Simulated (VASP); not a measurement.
Runs of VASP 6.6.1 on Pd. The structure is that of space group Fd-3m (No. 227), or close to it. The cells are those of the table. This isn't the form of Pd at room conditions, which is fcc.

```tsv
cell	k mesh	gap on the mesh (eV)	pressure (GPa)	moment (μB)
a = 4.169 Å, angles 60.0°, 2 atoms	10 × 10 × 10	none	(b)	0.00
a = 4.277 Å, angles 60.0°, 2 atoms	10 × 10 × 10	none	(a)	0.89
a = 4.169 Å, angles 60.0°, 2 atoms	15 × 15 × 15	none	-0.2	0.91
a = 4.329 Å, angles 60.0°, 2 atoms	10 × 10 × 10	none	-4.7	0.87
a = 4.113 Å, angles 60.0°, 2 atoms	10 × 10 × 10	none	2.2	0.91
a = 4.055 Å, angles 60.0°, 2 atoms	10 × 10 × 10	none	(c)	0.94
a = 3.995 Å, angles 60.0°, 2 atoms	10 × 10 × 10	none	9.5	0.95
```

Alike in all rows: task single point; level RPBE; potentials or basis VASP PAW PBE potentials, release 64 (Pd); spin collinear; cutoff (eV) 520; smearing fermi-dirac 0.05 eV.

Estimate the missing entries.

(a) -3.6; (b) -0.3; (c) 5.4.

Caveats: the PAW data sets were made with another functional, which shifts forces and pressure a little; the cell stands under tension (at least some runs); the cell stands under pressure (at least some runs).

A k mesh can miss the band edges, and the runs leave out spin-orbit coupling on Pd.

A gap of «none» marks levels without a gap at the run's occupations.
